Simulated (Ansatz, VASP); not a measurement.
Al3N: VASP beside Ansatz

```
CELL_PARAMETERS angstrom
3.03467 0.00000 0.00000
-1.51733 2.62810 0.00000
0.00000 0.00000 14.33020
ATOMIC_POSITIONS crystal
Al 0.33333 0.66667 0.18397
Al 0.00000 0.00000 0.00240
Al 0.00000 0.00000 0.36277
Al 0.33333 0.66667 0.51442
Al 0.66667 0.33333 0.67533
Al 0.33333 0.66667 0.83155
N 0.00000 0.00000 0.22855
N 0.33333 0.66667 0.05102
```

Alike in both runs: task single point; functional PBE; k mesh 12 × 12 × 2; occupations gaussian, width 0.2 eV; no spin polarisation.

|  | VASP | Ansatz |
| --- | --- | --- |
| version | VASP 6.6.1 | Ansatz 0.2.0 |
| potentials or method | VASP PAW PBE potentials, release 64 (Al, N), cutoff 520 eV | scalar-relativistic, plane waves, PAW |
| valence electrons in the cell | 28 | 28 |

Ansatz gave:

| Quantity | Value |
| --- | --- |
| gap on the k mesh at the Fermi level (eV) | none |
| pressure (GPa) | 0.0 |
| traceless stress, the component that is largest in VASP (GPa) | -0.14 |
| rms of the force components (eV/Å) | 0.007 |

Task: Which values does VASP return?

Result: gap on the k mesh at the Fermi level (eV): none; pressure (GPa): -0.1; traceless stress, the component that is largest in VASP (GPa): -0.17; rms of the force components (eV/Å): 0.006.

Atom by atom the forces differ by 0.003 eV/Å (rms over components). A gap of «none» marks a metal or a gap that the smearing closes.
